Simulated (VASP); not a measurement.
# BP (F-43m) in VASP: G0W0 quasiparticle levels with PBE

Aim: the G0W0 quasiparticle levels of BP with PBE.

Everything below comes from runs of VASP 6.6.1. Logs are shortened: lines on timing, memory, paths and dates and some standing lists are left out, and cuts for length are marked.

### Step 1. The cell of the first run

It takes space group F-43m (No. 216, cubic). The conventional cell has a = 4.538 Å, b = 4.538 Å, c = 4.538 Å, α = 90.00°, β = 90.00°, γ = 90.00°. B (site symmetry -43m) has 4 P at 1.97 Å within 2.6 Å. P (site symmetry -43m) has 4 B at 1.97 Å within 2.6 Å.

### Step 2. G0W0 quasiparticle levels, PBE

The input, POSCAR:

```
BP
1.0
    0.0000000000      2.2690000000      2.2690000000
    2.2690000000      0.0000000000      2.2690000000
    2.2690000000      2.2690000000      0.0000000000
B P
1 1
Direct
    0.0000000000      0.0000000000      0.0000000000
    0.2500000000      0.2500000000      0.2500000000
```

The input, INCAR.step1:

```
PREC = Accurate ; ENCUT = 500
EDIFF = 1E-8 ; ISMEAR = 0
SIGMA = 0.01 ; LREAL = False
LASPH = True ; NELM = 100
ALGO = Normal ; LWAVE = True
LCHARG = False ; GGA = PE
```

The input, INCAR.step2:

```
PREC = Accurate ; ENCUT = 500
EDIFF = 1E-8 ; ISMEAR = 0
SIGMA = 0.01 ; LREAL = False
LASPH = True ; NELM = 1
ALGO = Exact ; LWAVE = True
LCHARG = False ; GGA = PE
NBANDS = 235 ; LOPTICS = True
ISTART = 1
```

The input, INCAR.step3:

```
PREC = Accurate ; ENCUT = 500
EDIFF = 1E-8 ; ISMEAR = 0
SIGMA = 0.01 ; LREAL = False
LASPH = True ; ALGO = EVGW0
LWAVE = False ; LCHARG = False
GGA = PE ; NELMGW = 1
NBANDS = 235 ; ENCUTGW = 180.0
NOMEGA = 96 ; PRECFOCK = Fast
ISTART = 1 ; NBANDSGW = 12
OMEGAMAX = 30
```

The input, KPOINTS:

```
regular mesh
0
Gamma
  6 6 6
```

Potentials or basis: VASP PAW PBE potentials, release 64 (B_GW, P_GW).

The run is started by

```bash
> cat potpaw_PBE.64/B_GW/POTCAR potpaw_PBE.64/P_GW/POTCAR > POTCAR
> cp INCAR.step1 INCAR
> mpirun -np 1 vasp_std > vasp.out
> cp INCAR.step2 INCAR
> mpirun -np 1 vasp_std > vasp.out
> cp INCAR.step3 INCAR
> mpirun -np 1 vasp_std > vasp.out
```

OUTCAR:

```text
PREC = Accurate
   ENCUT = 500
   EDIFF = 1E-8
   ISMEAR = 0
   LREAL = False
   LASPH = True
   GGA = PE
   NELMGW = 1
   ENCUTGW = 180.0
   PRECFOCK = Fast
   ISTART = 1

 ion  position               nearest neighbor table
   1  0.000  0.000  0.000-   2 1.97   2 1.97   2 1.97   2 1.97
   2  0.250  0.250  0.250-   1 1.97   1 1.97   1 1.97   1 1.97

  LATTYP: Found a face centered cubic cell.
 ALAT       =     4.5380000000

  Lattice vectors:

 A1 = (   0.0000000000,   2.2690000000,   2.2690000000)
 A2 = (   2.2690000000,   0.0000000000,   2.2690000000)
 A3 = (   2.2690000000,   2.2690000000,   0.0000000000)

Analysis of symmetry for initial positions (statically):
=====================================================================
 Subroutine PRICEL returns:
 Original cell was already a primitive cell.

 Routine SETGRP: Setting up the symmetry group for a
 face centered cubic supercell.

 Subroutine GETGRP returns: Found 24 space group operations
 (whereof 24 operations were pure point group operations)
 out of a pool of 48 trial point group operations.

The static configuration has the point symmetry T_d .

Analysis of symmetry for dynamics (positions and initial velocities):
=====================================================================
 Subroutine PRICEL returns:
 Original cell was already a primitive cell.

 Routine SETGRP: Setting up the symmetry group for a
 face centered cubic supercell.

 Subroutine GETGRP returns: Found 24 space group operations
 (whereof 24 operations were pure point group operations)
 out of a pool of 48 trial point group operations.

The dynamic configuration has the point symmetry T_d .

 Subroutine INISYM returns: Found 24 space group operations
 (whereof 24 operations are pure point group operations),
 and found     1 'primitive' translations

----------------------------------------------------------------------------------------

                                     Primitive cell

  volume of cell :      23.3633

  direct lattice vectors                    reciprocal lattice vectors
     0.000000000  2.269000000  2.269000000    -0.220361393  0.220361393  0.220361393
     2.269000000  0.000000000  2.269000000     0.220361393 -0.220361393  0.220361393
     2.269000000  2.269000000  0.000000000     0.220361393  0.220361393 -0.220361393

  length of vectors
     3.208850573  3.208850573  3.208850573     0.381677128  0.381677128  0.381677128

  position of ions in fractional coordinates (direct lattice)
     0.000000000  0.000000000  0.000000000
     0.250000000  0.250000000  0.250000000

  ion indices of the primitive-cell ions
   primitive index   ion index
                 1           1
                 2           2

----------------------------------------------------------------------------------------

 KPOINTS: regular mesh

Automatic generation of k-mesh.
 Grid dimensions read from file:
 generate k-points for:    6    6    6

 Generating k-lattice:

  Cartesian coordinates                     Fractional coordinates (reciprocal lattice)
    -0.036726899  0.036726899  0.036726899     0.166666667  0.000000000  0.000000000
     0.036726899 -0.036726899  0.036726899     0.000000000  0.166666667  0.000000000
     0.036726899  0.036726899 -0.036726899     0.000000000  0.000000000  0.166666667

  Length of vectors
     0.063612855  0.063612855  0.063612855

  Shift w.r.t. Gamma in fractional coordinates (k-lattice)
     0.000000000  0.000000000  0.000000000

 Subroutine IBZKPT returns following result:
 ===========================================

 Found     16 irreducible k-points:

 Following reciprocal coordinates:
            Coordinates               Weight
  0.000000  0.000000  0.000000      1.000000
  0.166667  0.000000  0.000000      8.000000
  0.333333  0.000000  0.000000      8.000000
  0.500000  0.000000  0.000000      4.000000
  0.166667  0.166667  0.000000      6.000000
  0.333333  0.166667  0.000000     24.000000
[... 8 lines left out ...]
 -0.333333  0.333333  0.166667     24.000000
 -0.333333  0.500000  0.166667     12.000000
   k-points           NKPTS =     16   k-points in BZ     NKDIM =    216   number of bands    NBANDS=    235
   number of dos      NEDOS =    301   number of ions     NIONS =      2
   total plane-waves  NPLWV =  13824
   dimension x,y,z NGX =    24 NGY =   24 NGZ =   24
   dimension x,y,z NGXF=    48 NGYF=   48 NGZF=   48
   ions per type =               1   1
   NGX,Y,Z   is equivalent  to a cutoff of  12.43, 12.43, 12.43 a.u.
   NGXF,Y,Z  is equivalent  to a cutoff of  24.87, 24.87, 24.87 a.u.
 SYSTEM =  unknown system
   PREC   = accura    normal or accurate (medium, high low for compatibility)
   ISTART =      1    job   : 0-new  1-cont  2-samecut
   ICHARG =      0    charge: 1-file 2-atom 10-const
   ISPIN  =      1    spin polarized calculation?
   LNONCOLLINEAR =      F non collinear calculations
   LSORBIT =      F    spin-orbit coupling
   LASPH  =      T    aspherical Exc in radial PAW
   ENCUT  =  500.0 eV  36.75 Ry    6.06 a.u.   5.85  5.85  5.85*2*pi/ulx,y,z
   NELM   =     60;   NELMIN=  2; NELMDL=  0     # of ELM steps
   EDIFF  = 0.1E-07   stopping-criterion for ELM
   LREAL  =      F    real-space projection
   EDIFFG = 0.1E-06   stopping-criterion for IOM
   NSW    =      0    number of steps for IOM
   IBRION =     -1    ionic relax: 0-MD 1-quasi-New 2-CG
   NFREE  =      0    steps in history (QN), initial steepest desc. (CG)
   ISIF   =      0    stress and relaxation
   ISYM   =      3    0-nonsym 1-usesym 2-fastsym
   POTIM  = 0.5000    time-step for ionic-motion
   TEBEG  =    0.0;   TEEND  =   0.0 temperature during run
   PSTRESS=    0.0 pullay stress
   NELECT =       8.0000    total number of electrons
   NUPDOWN=      -1.0000    fix difference up-down
   EMIN   =  10.00;   EMAX   =-10.00  energy-range for DOS
   EFERMI =   0.00;   METHOD = LEGACY
   ISMEAR =     0;   SIGMA  =   0.01  broadening in eV -4-tet -1-fermi 0-gaus
   EFERMI_NEDOS =   21; number of points for ismear=-14 and -15
   IALGO  =     38    algorithm
   IMIX   =      4    mixing-type and parameters
     AMIX     =   0.40;   BMIX     =  1.00
     AMIX_MAG =   1.60;   BMIX_MAG =  1.00
  volume/ion in A,a.u.               =      11.68        78.83
  Fermi-wavevector in a.u.,A,eV,Ry     =   1.145320  2.164342 17.847562  1.311759
  Thomas-Fermi vector in A             =   2.282009
   LORBIT       =      0    0 simple, 1 ext, 2 COOP (PROOUT), +10 PAW based schemes
   GGA     = PE    functional components
   LHFCALC =     T    Hartree Fock is set to
   PRECFOCK=fast      Normal, Fast or Accurate (Low or Medium for compatibility)
   ENCUT4O =  -1.0   cutoff for four orbital integrals eV
   NKREDX  =     1    reduce k-point grid by
   NKREDY  =     1    reduce k-point grid by
   NKREDZ  =     1    reduce k-point grid by
   AEXX    =    1.0000 exact exchange contribution
   HFSCREEN=    0.0000 screening length (either q_TF or 0.3 A-1)
   HFSCREENC=   0.0000 screening length for correlation (either q_TF or 0.3 A-1)
   ENCUTFOCK=  -1.0 apply spherical cutoff to Coloumb kernel
   IVDW    =     0    specifies the selected vdW correction
   LEPSILON=     F    determine dielectric tensor
   LRPA    =     F    only Hartree local field effects (RPA)
   LRPAFORCE           =     F    calculate RPA forces
   ENCUTGW             = 180.0    cutoff for response function in eV
   ENCUTGWSOFT         = 144.0    soft cutoff for Coulomb kernel in GW response function in eV
   ENCUTLF             =  -1.0    cutoff for local field effects
   NELMGW              =     1    number of iterations in solving QP/BSE equation
   NELMHF              =     1    number of iterations in the inner HF iteration
   NKREDLFX            =     1    NKREDLFY  =   1   NKREDLFZ  =   1
 non-spin polarized calculation
 Gauss-broadening in eV      SIGMA  =   0.01
  energy-cutoff  :      500.00
  volume of cell :       23.36
 maximum number of plane-waves:       609
  NGX = 14; NGY = 14; NGZ = 14
   NGX = 11   NGY = 11   NGZ = 11
 maximum number of plane-waves:       138

 QP shifts <psi_nk| G(iteration)W_0 |psi_nk>: iteration 1
 for sc-GW calculations column KS-energies equals QP-energies in previous step
 and V_xc(KS)=  KS-energies - (<T + V_ion + V_H > + <T+V_H+V_ion>^1  + <V_x>^1)

 k-point   1 :       0.0000    0.0000    0.0000
  band No.  KS-energies  QP-energies   sigma(KS)   V_xc(KS)     V^pw_x(r,r')   Z            occupation Imag(sigma)

      1      -8.3253      -9.1482     -13.2430     -12.0592     -20.4820       0.6952       2.0000       1.3842
      2       7.1367       6.5160     -14.0930     -13.3044     -14.9313       0.7871       2.0000       0.0407
      3       7.1367       6.5160     -14.0930     -13.3044     -14.9313       0.7871       2.0000       0.0407
      4       7.1367       6.5160     -14.0930     -13.3044     -14.9313       0.7871       2.0000       0.0407
      5      10.5399      10.8368     -11.6984     -12.0774      -7.1355       0.7835       0.0000      -0.0785
      6      10.5399      10.8368     -11.6984     -12.0774      -7.1355       0.7835       0.0000      -0.0785
      7      10.5399      10.8368     -11.6984     -12.0774      -7.1355       0.7835       0.0000      -0.0785
      8      14.5122      14.7755     -12.4108     -12.7615      -6.2255       0.7510       0.0000      -0.1673
      9      18.6605      18.5234      -9.6342      -9.4590      -3.3684       0.7822       0.0000      -0.3481
     10      19.1558      19.5449     -11.2547     -11.7580      -4.9747       0.7733       0.0000      -0.3081
     11      19.1558      19.5449     -11.2547     -11.7580      -4.9747       0.7733       0.0000      -0.3081
     12      22.8212      22.8799      -9.8705      -9.9465      -2.8198       0.7731       0.0000      -0.7755

 k-point   2 :       0.1667    0.0000    0.0000
  band No.  KS-energies  QP-energies   sigma(KS)   V_xc(KS)     V^pw_x(r,r')   Z            occupation Imag(sigma)
[... 225 lines left out ...]
      1      -3.2711      -4.0053     -13.8303     -12.8132     -19.0761       0.7218       2.0000       0.6151
      2      -1.0874      -1.9496     -13.7693     -12.5645     -18.2979       0.7157       2.0000       0.3662
      3       1.8377       1.0484     -12.9818     -11.9283     -15.6461       0.7493       2.0000       0.1220
      4       1.9609       1.1842     -12.9762     -11.9409     -15.6066       0.7502       2.0000       0.1197
      5      10.9660      11.1461     -11.0876     -11.3173      -6.2206       0.7845       0.0000      -0.0907
      6      11.5822      11.7787     -11.0283     -11.2781      -6.0832       0.7862       0.0000      -0.0943
      7      16.2405      16.5645     -11.8000     -12.2342      -5.1908       0.7464       0.0000      -0.2658
      8      16.9035      17.2463     -11.7298     -12.1850      -5.1334       0.7531       0.0000      -0.2859
      9      20.0009      20.3736     -11.9511     -12.4522      -4.5441       0.7437       0.0000      -0.5138
     10      23.2001      23.5784     -11.6672     -12.1714      -3.9242       0.7503       0.0000      -0.7289
     11      23.5826      23.9186     -12.3186     -12.7666      -4.5514       0.7500       0.0000      -0.7786
     12      27.5773      27.7446     -11.6572     -11.8824      -3.7510       0.7429       0.0000      -1.0659
```

Run time: 4.6 min. Hardware: 1 thread of Intel Xeon 6975P-C (Granite Rapids), shared host; peak memory 0.82 GiB.

Results:

```
Quasiparticle gap                                   : 2.03 eV
Least direct quasiparticle gap                      : 4.32 eV
Band gap of the starting levels on the mesh         : 1.33 eV
Least direct gap of the starting levels on the mesh : 3.40 eV
```

Caveat: the k points lie up to 0.40 Å⁻¹ apart; bands, screening cutoff and mesh are small and nothing is extrapolated, so the quasiparticle values aren't converged.
